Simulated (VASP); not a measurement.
# SnO2 (Cm) in VASP: further runs, part 2 of 2

VASP 6.6.1. The steps go on from the part before.

## 5. Single point, PBEsol (atom 3 (O) moved by -0.580 Å along [0 1 0] and -0.290 Å along [0 0 1])

Contents of INCAR:

```
SYSTEM = SnO2
  PREC = Accurate
  ENCUT = 520
  EDIFF = 1E-7
  ISMEAR = 0
  SIGMA = 0.05
  LREAL = .False.
  LASPH = .True.
  NELM = 100
  ALGO = Normal
  ISIF = 2
  LWAVE = .False.
  LCHARG = .False.
  GGA = PS
  NBANDS = 35
  LUSENCCL = .False.
```

Contents of KPOINTS:

```
regular mesh
0
Gamma
  10 10 10
  0 0 0
```

Contents of POSCAR:

```
SnO2
1.0
   -2.0054999738      2.0054999738      5.1227446880
    2.0054999738     -2.0054999738      5.1227446880
    2.0054999738      2.0054999738     -5.1227446880
Sn O
2 4
Direct
    0.7500000000      0.2500000000      0.5000000000
    0.0000000000      0.0000000000      0.0000000000
    0.6241737370      0.7687760825     -0.1446023454
    0.9529187786      0.4529187786      0.5000000000
    0.2029187786      0.2029187786      0.0000000000
    0.5470812214      0.0470812214      0.5000000000
```

Potentials or basis: VASP PAW PBE potentials, release 64 (Sn_d, O).

The run is started by

```console
> cat potpaw_PBE.64/Sn_d/POTCAR potpaw_PBE.64/O/POTCAR > POTCAR
> mpirun -np 1 vasp_std > vasp.out
```

OUTCAR:

```text
SYSTEM = SnO2
   PREC = Accurate
   ENCUT = 520
   EDIFF = 1E-7
   ISMEAR = 0
   LREAL = .False.
   LASPH = .True.
   NELM = 100
   ISIF = 2
   GGA = PS

 ion  position               nearest neighbor table
   1  0.750  0.250  0.500-   5 2.06   5 2.06   6 2.08   4 2.08   3 2.10   3 2.10   2 3.25   2 3.25
                             2 3.25   2 3.25
   2  0.000  0.000  0.000-   6 2.06   4 2.06   6 2.06   4 2.06   5 2.08   3 2.44   1 3.25   1 3.25
                             1 3.25   1 3.25
   3  0.624  0.769  0.855-   1 2.10   1 2.10   2 2.44
   4  0.953  0.453  0.500-   2 2.06   2 2.06   1 2.08
   5  0.203  0.203  0.000-   1 2.06   1 2.06   2 2.08
   6  0.547  0.047  0.500-   2 2.06   2 2.06   1 2.08

  LATTYP: Found a body centered tetragonal cell.
 ALAT       =     4.0109999476
 C/A-ratio  =     2.5543479207

  Lattice vectors:

 A1 = (  -2.0054999738,   2.0054999738,   5.1227446880)
 A2 = (   2.0054999738,  -2.0054999738,   5.1227446880)
 A3 = (   2.0054999738,   2.0054999738,  -5.1227446880)

Analysis of symmetry for initial positions (statically):
=====================================================================
 Subroutine PRICEL returns:
[... 185 lines left out ...]
 Fermi energy:         4.7535248527

 k-point     1 :       0.0000    0.0000    0.0000
  band No.  band energies     occupation
      1     -16.6513      2.00000
      2     -16.4851      2.00000
      3     -16.0511      2.00000
      4     -15.8920      2.00000
      5     -15.8751      2.00000
      6     -15.7642      2.00000
[... 901 lines left out ...]
     34      15.1807      0.00000
     35      15.9667      0.00000

 [... further k-points ...]

------------------------ aborting loop because EDIFF is reached ----------------------------------------

  FORCE on cell =-STRESS in cart. coord.  units (eV):
  Direction    XX          YY          ZZ          XY          YZ          ZX
  --------------------------------------------------------------------------------------
  -------------------------------------------------------------------------------------
  Total       -0.8676059     -0.6380294     -1.4914703      0.0000000     -0.2909074      0.0000000
  in kB      -16.8665025    -12.4034707    -28.9946036      0.0000000     -5.6553225      0.0000000
  external PRESSURE =     -19.4215256 kB  Pullay stress =       0.0000000 kB

 VOLUME and BASIS-vectors are now :
 -----------------------------------------------------------------------------
  energy-cutoff  :      520.00
  volume of cell :       82.42
      direct lattice vectors                 reciprocal lattice vectors
    -2.005499974  2.005499974  5.122744688     0.000000000  0.249314389  0.097603927
     2.005499974 -2.005499974  5.122744688     0.249314389  0.000000000  0.097603927
     2.005499974  2.005499974 -5.122744688     0.249314389  0.249314389  0.000000000

 POSITION                                       TOTAL-FORCE (eV/Angst)
 -----------------------------------------------------------------------------------
      0.00000      2.00550      2.56137        -0.000000     -0.288045     -0.379671
      0.00000      0.00000      0.00000         0.000000     -0.525259     -0.144220
      2.00550      1.42550      2.75374         0.000000      2.058398      2.104693
      0.00000      2.00550      4.64037         0.000000      0.232611     -0.576848
      0.00000      0.00000      2.07900         0.000000     -1.360962     -0.361684
      0.00000      2.00550      0.48237         0.000000     -0.116742     -0.642270
 -----------------------------------------------------------------------------------
    total drift:                                0.000000      0.000019     -0.000003

  FREE ENERGIE OF THE ION-ELECTRON SYSTEM (eV)
  ---------------------------------------------------
  free  energy   TOTEN  =       -38.3014709678 eV

  energy  without entropy=      -38.3014709678  energy(sigma->0) =      -38.30147097
```

OSZICAR:

```text
N       E                     dE             d eps       ncg     rms          rms(c)
DAV:   1     0.641671549431E+03    0.64167E+03   -0.25451E+04 21431   0.222E+03
DAV:   2     0.614558252896E+02   -0.58022E+03   -0.54717E+03 21367   0.604E+02
DAV:   3    -0.384614789029E+02   -0.99917E+02   -0.97821E+02 21544   0.209E+02
DAV:   4    -0.438947581067E+02   -0.54333E+01   -0.53898E+01 24484   0.536E+01
DAV:   5    -0.440418237350E+02   -0.14707E+00   -0.14687E+00 24120   0.926E+00    0.148E+01
DAV:   6    -0.383156765007E+02    0.57261E+01   -0.17711E+01 32145   0.682E+01    0.605E+00
DAV:   7    -0.383640752996E+02   -0.48399E-01   -0.22584E+00 21313   0.881E+00    0.321E+00
DAV:   8    -0.383126490170E+02    0.51426E-01   -0.17968E-01 27464   0.399E+00    0.131E+00
DAV:   9    -0.383018186240E+02    0.10830E-01   -0.47692E-02 28272   0.210E+00    0.305E-01
DAV:  10    -0.383010025679E+02    0.81606E-03   -0.13663E-02 29872   0.112E+00    0.128E-01
DAV:  11    -0.383013176290E+02   -0.31506E-03   -0.19071E-03 24463   0.395E-01    0.608E-02
DAV:  12    -0.383014579174E+02   -0.14029E-03   -0.24764E-04 26464   0.124E-01    0.219E-02
DAV:  13    -0.383014679748E+02   -0.10057E-04   -0.26012E-05 25736   0.417E-02    0.876E-03
DAV:  14    -0.383014707599E+02   -0.27851E-05   -0.52241E-06 24167   0.160E-02    0.263E-03
DAV:  15    -0.383014709564E+02   -0.19655E-06   -0.71592E-07 23583   0.567E-03    0.106E-03
DAV:  16    -0.383014709678E+02   -0.11374E-07   -0.13201E-07 16467   0.393E-03
   1 F= -.38301471E+02 E0= -.38301471E+02  d E =-.501137E-15
```

stdout:

```text
Offloading initialized ...    1 GPUs detected
 POSCAR found type information on POSCAR SnO
 POSCAR found :  2 types and       6 ions
 scaLAPACK will be used selectively (only on CPU)
 -----------------------------------------------------------------------------
|                                                                             |
|                                                                             |
|     You enforced a specific xc type in the INCAR file but a different       |
|     I HOPE YOU KNOW WHAT YOU ARE DOING!                                     |
|                                                                             |
 -----------------------------------------------------------------------------

 LDA part: xc-table for (Slater+PW92), standard interpolation
 POSCAR, INCAR and KPOINTS ok, starting setup
 FFT: planning ... GRIDC
 FFT: planning ... GRID_SOFT
 FFT: planning ... GRID
 WAVECAR not read
 entering main loop
```

Run time: 16 min. Hardware: 1 × NVIDIA H100 80GB with 1 thread of AMD EPYC 7R13 (Zen 3), shared host; peak memory 1.8 GiB.

Results:

```yaml
Free_energy: -38.3015 eV
Pressure: -1.9 GPa
Largest_force: 2.944 eV/Å
Band_gap_on_the_k_mesh: 0.73 eV (least direct gap 1.31 eV)
```

Forces on the atoms (eV/Å):
```
Sn   0.000 -0.288 -0.380
Sn   0.000 -0.525 -0.144
O    0.000  2.058  2.105
O    0.000  0.233 -0.577
O    0.000 -1.361 -0.362
O    0.000 -0.117 -0.642
```

Caveat: the cell differs from its parent crystal (atom 3 (O) moved by -0.580 Å along [0 1 0] and -0.290 Å along [0 0 1]); semilocal functionals underestimate gaps, and a narrow one can read as zero; the PAW data sets were made with another functional, which shifts forces and pressure a little; spin-orbit coupling is left out, which moves the levels of the heavy elements.

## 6. Summary

| cell | gap on the mesh (eV) | pressure (GPa) | largest force (eV/Å) |
| --- | --- | --- | --- |
| as given, atomic positions A | 0.82 | -2.2 | 3.68 |
| as given, atomic positions B | 0.05 | -1.4 | 4.47 |
| as given, atomic positions C | 0.88 | 28.9 | 29.11 |
| as given, atomic positions D | 0.73 | -1.9 | 2.94 |

Alike in all rows: task single point; level PBEsol; potentials or basis VASP PAW PBE potentials, release 64 (Sn_d, O); no spin polarisation; k mesh 10 × 10 × 10; cutoff (eV) 520; smearing gaussian 0.05 eV.

Caveats: the PAW data sets were made with another functional, which shifts forces and pressure a little; spin-orbit coupling is left out, which moves the levels of the heavy elements; semilocal functionals underestimate gaps, and a narrow one can read as zero (at least some runs); the stress differs along the axes, from 7 to 70 GPa (at least some runs).

Total energies depend on the potentials used, so only differences within one code and one set of settings carry meaning.
